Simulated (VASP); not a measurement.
## Ni: single point with PBE

The system is Ni.

```
CELL_PARAMETERS angstrom
0.00000 1.76795 1.76795
1.76795 0.00000 1.76795
1.76795 1.76795 0.00000
ATOMIC_POSITIONS crystal
Ni 0.00000 0.00000 0.00000
```

```yaml
Program: VASP 6.6.1
Task: single point
Functional: PBE
Potentials_or_basis: VASP PAW PBE potentials, release 64 (Ni)
Cutoff: 600 eV
k_mesh: 2 × 2 × 2, shifted
Occupations: methfessel-paxton, width 0.18 eV
Spin: collinear spin, ferromagnetic start
Starting_moments: "[0.81] μB"
Dipole_correction: no
Further_INCAR_settings: ALGO = Normal; EDIFF = 1e-06; NBANDS = 15; ISYM = 0
```

```yaml
Pressure: -17.3 GPa
Band_gap_on_the_k_mesh: zero (filled and empty bands overlap)
Net_moment: 0.00 μB per cell
Valence_electrons_inside_the_program's_atomic_spheres: Ni 9.26
```

Levels at points of the mesh, in eV from the Fermi level:
Spin up:
```csv
k point,band 2,band 3,band 4,band 5,band 6,band 7,band 8,band 9
"(0.25, 0.25, 0.00)",-2.47,-1.09,-0.74,-0.74,-0.16,19.75,19.75,20.60
```
Spin down:
| k point | band 3 | band 4 | band 5 | band 6 | band 7 | band 8 |
| --- | --- | --- | --- | --- | --- | --- |
| (0.25, 0.25, 0.00) | -1.09 | -0.74 | -0.74 | -0.16 | 19.75 | 19.75 |

Run time: 7 s on 1 thread of AMD EPYC 7R13 Processor (Zen 3) (shared host), peak memory 0.1 GiB.

Caveat: the k points lie up to 1.54 Å⁻¹ apart.
